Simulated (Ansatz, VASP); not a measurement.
One calculation of Li7Sb, two programs

```
CELL_PARAMETERS angstrom
5.84214 0.00000 0.00000
-2.92107 5.05944 0.00000
0.00000 0.00000 4.70650
ATOMIC_POSITIONS crystal
Li 0.99961 0.49980 0.00000
Li 0.50020 0.00039 0.00000
Li 0.50020 0.49980 0.00000
Li 0.16493 0.83507 0.50000
Li 0.16493 0.32986 0.50000
Li 0.67014 0.83507 0.50000
Li 0.66667 0.33333 0.50000
Sb 0.00000 0.00000 0.00000
```

Change from the starting cell: species swapped into the Mg7Al type (P-6m2, No. 187).

Alike in both runs: task relaxation of cell and atoms; functional PBE; k mesh 9 × 9 × 8; occupations gaussian, width 0.1 eV; no spin polarisation.

```csv
,VASP,Ansatz
version,VASP 6.6.1,Ansatz 0.2.0
potentials or method,"VASP PAW PBE potentials, release 64 (Li_sv, Sb), cutoff 600 eV","scalar-relativistic, plane waves, PAW"
valence electrons in the cell,26,36
```

```csv
,VASP,Ansatz,Ansatz less VASP
"gap on the k mesh at the Fermi level, each at its own relaxed structure (eV)",none,none,-
relaxed volume (Å³/atom),18.74,18.78,+0.048
relaxed length of the cell vector where the two differ most in proportion (Å),4.740,4.746,+0.0057
```

A gap of «none» marks a metal or a gap that the smearing closes. VASP's potentials hold 26 valence electrons a cell and Ansatz's 36, so a difference there can come from the potentials and not from the codes.

Spin-orbit coupling is off throughout. Noted on VASP's run: the cutoff is under 1.25 times that of the potentials, so the pressure is a little rough.
